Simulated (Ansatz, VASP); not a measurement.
# SrMg in VASP and in Ansatz

The input INCAR:

```
SYSTEM = SrMg
PREC     = Accurate       ! precision mode
ENCUT    = 520            ! plane-wave cutoff, eV
EDIFF    = 1E-6           ! SCF threshold, eV
ISMEAR   = 0              ! smearing method
SIGMA    = 0.15           ! smearing width, eV
LREAL    = .False.        ! projectors in reciprocal space
LASPH    = .True.         ! aspherical terms in the spheres
NELM     = 100            ! most SCF steps
ALGO     = Fast           ! electronic algorithm
ISIF     = 2              ! what is computed and relaxed
LWAVE    = .False.        ! write WAVECAR
LCHARG   = .False.        ! write CHGCAR
GGA      = CA             ! functional
NBANDS   = 13             ! bands
```

Contents of KPOINTS:

```
Automatic mesh
0
Gamma
  14 14 14
  0 0 0
```

The input POSCAR:

```
SrMg
1.0
    4.3778223665      0.0000000000      0.0000000000
    0.0000000000      4.3778223665      0.0000000000
    0.0000000000      0.0000000000      3.0951204131
Sr Mg
1 1
Direct
    0.5000000000      0.5000000000      0.5000000000
    0.0000000000      0.0000000000      0.0000000000
```

Input for Ansatz:

```yaml
crystal:
  lattice:
    - [4.3778223665, 0.0, 0.0]
    - [0.0, 4.3778223665, 0.0]
    - [0.0, 0.0, 3.0951204131]
  atoms:
    - { symbol: Sr, position: [0.5, 0.5, 0.5] }
    - { symbol: Mg, position: [0.0, 0.0, 0.0] }
basis:
  ecutwfc: 420
kpoints:
  mp_grid: { grid: [14, 14, 14] }
hamiltonian:
  xc: lda
scf:
  occupations: { method: gaussian, width: 0.15 }
output:
  forces: true
  stress: true
  eigenvalues: true
```

Alike in both runs: task single point; functional LDA; k mesh 14 × 14 × 14; occupations gaussian, width 0.15 eV; no spin polarisation.

|  | VASP | Ansatz |
| --- | --- | --- |
| version | VASP 6.6.1 | Ansatz 0.2.0 |
| potentials or method | VASP PAW LDA potentials, release 64 (Sr_sv, Mg), cutoff 520 eV | scalar-relativistic, plane waves, PAW |
| valence electrons in the cell | 12 | 20 |

|  | VASP | Ansatz | Ansatz less VASP |
| --- | --- | --- | --- |
| gap on the k mesh at the Fermi level (eV) | none | none | - |
| pressure (GPa) | 3.3 | 3.5 | +0.16 |
| traceless stress, the component that is largest in VASP (GPa) | 7.75 | 7.69 | -0.065 |

LDA's correlation is that of Perdew and Zunger in VASP and of Perdew and Wang (1992) in Ansatz. A gap of «none» marks a metal or a gap that the smearing closes. VASP's potentials hold 12 valence electrons a cell and Ansatz's 20, so a difference there can come from the potentials and not from the codes.
